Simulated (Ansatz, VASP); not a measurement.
## SrTiO3: VASP beside Ansatz

```xyz
10
Lattice="-2.8162 2.8687 4.0651 2.8687 -2.8162 4.0651 2.8531 2.8531 -4.0282" Properties=species:S:1:pos:R:3 pbc="T T T"
Sr    0.0316    2.8740    2.0510
Sr    2.8740    0.0316    2.0510
Ti    0.0000    0.0000    0.0000
Ti    0.0262    0.0262    4.0651
O     0.0131    0.0131    2.0326
O     0.0394    0.0394    6.0977
O     1.3319    4.1744    0.0353
O     1.5643    1.3151    0.0185
O     1.5737   -1.2687    4.0667
O     1.3413    1.5906    4.0836
```

Change from the starting cell: equal engineering shear yz, xz and xy +0.0133, equal normal strain along x, y and z +0.0300.

Alike in both runs: task single point; functional PBE; k mesh 8 × 8 × 8; occupations gaussian, width 0.05 eV; no spin polarisation.

|  | VASP | Ansatz |
| --- | --- | --- |
| version | VASP 6.6.1 | Ansatz 0.2.0 |
| potentials or method | VASP PAW PBE potentials, release 64 (Sr_sv, Ti_sv, O), cutoff 520 eV | scalar-relativistic, plane waves, PAW |
| valence electrons in the cell | 80 | 80 |

```tsv
	VASP	Ansatz	Ansatz less VASP
gap on the k mesh at the Fermi level (eV)	1.69	1.71	+0.027
least direct gap on the mesh (eV)	1.69	1.71	+0.027
pressure (GPa)	-11.9	-12.4	-0.47
traceless stress, the component that is largest in VASP (GPa)	-1.25	-1.25	+0.003
rms of the force components (eV/Å)	0.019	0.018	-0.0010
```

Atom by atom the forces differ by 0.001 eV/Å (rms over components). The functional is the same, so the differences come from potentials, cutoffs and numerics.
